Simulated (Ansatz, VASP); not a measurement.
**Ag in VASP and in Ansatz**

File INCAR:

```
SYSTEM = Ag
PREC = Accurate
ENCUT = 520
EDIFF = 1E-7
ISMEAR = 0
SIGMA = 0.15
LREAL = .FALSE.
LASPH = .TRUE.
NELM = 100
ALGO = Fast
ISIF = 2
LWAVE = .FALSE.
LCHARG = .TRUE.
LELF = .TRUE.
LVHAR = .TRUE.
NBANDS = 18
```

KPOINTS

```
Automatic mesh
0
G
  21 21 12
  0 0 0
```

File POSCAR:

```
Ag
1.0
    2.7572337582      0.0000000000      0.0000000000
   -1.3786168791      2.3878344788      0.0000000000
    0.0000000000      0.0000000000      5.4090750940
Ag
2
Direct
    0.3333333333      0.6666666667      0.2500000000
    0.6666666667      0.3333333333      0.7500000000
```

Input for Ansatz:

```yaml
crystal:
  lattice:
    - [2.7572337582, 0.0, 0.0]
    - [-1.3786168791, 2.3878344788, 0.0]
    - [0.0, 0.0, 5.409075094]
  atoms:
    - { symbol: Ag, position: [0.3333333333, 0.6666666667, 0.25] }
    - { symbol: Ag, position: [0.6666666667, 0.3333333333, 0.75] }
basis:
  ecutwfc: 420
kpoints:
  mp_grid: { grid: [21, 21, 12] }
hamiltonian:
  xc: lda
scf:
  occupations: { method: gaussian, width: 0.15 }
output:
  forces: true
  stress: true
  eigenvalues: true
```

Alike in both runs: task single point; functional LDA; k mesh 21 × 21 × 12; occupations gaussian, width 0.15 eV; no spin polarisation.

|  | VASP | Ansatz |
| --- | --- | --- |
| version | VASP 6.6.1 | Ansatz 0.2.0 |
| potentials or method | VASP PAW LDA potentials, release 64 (Ag), cutoff 520 eV | scalar-relativistic, plane waves, PAW |
| valence electrons in the cell | 22 | 38 |

Ansatz gave:

| Quantity | Value |
| --- | --- |
| gap on the k mesh at the Fermi level (eV) | none |
| pressure (GPa) | -6.4 |
| traceless stress, the component that is largest in VASP (GPa) | -9.99 |

Q: Estimate VASP's values.

A: gap on the k mesh at the Fermi level (eV): none; pressure (GPa): -6.3; traceless stress, the component that is largest in VASP (GPa): -10.08.

LDA's correlation is that of Perdew and Zunger in VASP and of Perdew and Wang (1992) in Ansatz. A gap of «none» marks a metal or a gap that the smearing closes. VASP's potentials hold 22 valence electrons a cell and Ansatz's 38, so a difference there can come from the potentials and not from the codes.
